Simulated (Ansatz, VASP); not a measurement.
One calculation of NbAs, two programs

```
CELL_PARAMETERS angstrom
3.47348 0.00000 0.00000
0.00000 3.47348 0.00000
0.00000 0.00000 25.78817
ATOMIC_POSITIONS crystal
Nb 0.00000 0.50000 0.29504
Nb 0.00000 0.00000 0.40467
Nb 0.50000 0.00000 0.51778
Nb 0.50000 0.50000 0.63345
As 0.50000 0.50000 0.36592
As 0.00000 0.50000 0.48079
As 0.00000 0.00000 0.59446
As 0.50000 0.00000 0.70789
```

Alike in both runs: functional PBE; k mesh 10 × 10 × 1; occupations gaussian, width 0.1 eV; no spin polarisation.

Ansatz relaxed the structure, and its values are those at the end. VASP's run is a single point on that final structure, the one shown.

|  | VASP | Ansatz |
| --- | --- | --- |
| version | VASP 6.6.1 | Ansatz 0.2.0 |
| potentials or method | VASP PAW PBE potentials, release 64 (Nb_sv, As), cutoff 520 eV | scalar-relativistic, plane waves, PAW |
| valence electrons in the cell | 72 | 112 |

|  | VASP | Ansatz | Ansatz less VASP |
| --- | --- | --- | --- |
| gap on the k mesh at the Fermi level (eV) | none | none | - |
| rms of the force components (eV/Å) | 0.004 | 0.004 | +0.0001 |
| work function, face that differs most (eV) | 3.63 | 3.62 | -0.003 |

A gap of «none» marks a metal or a gap that the smearing closes. VASP's potentials hold 72 valence electrons a cell and Ansatz's 112, so a difference there can come from the potentials and not from the codes.
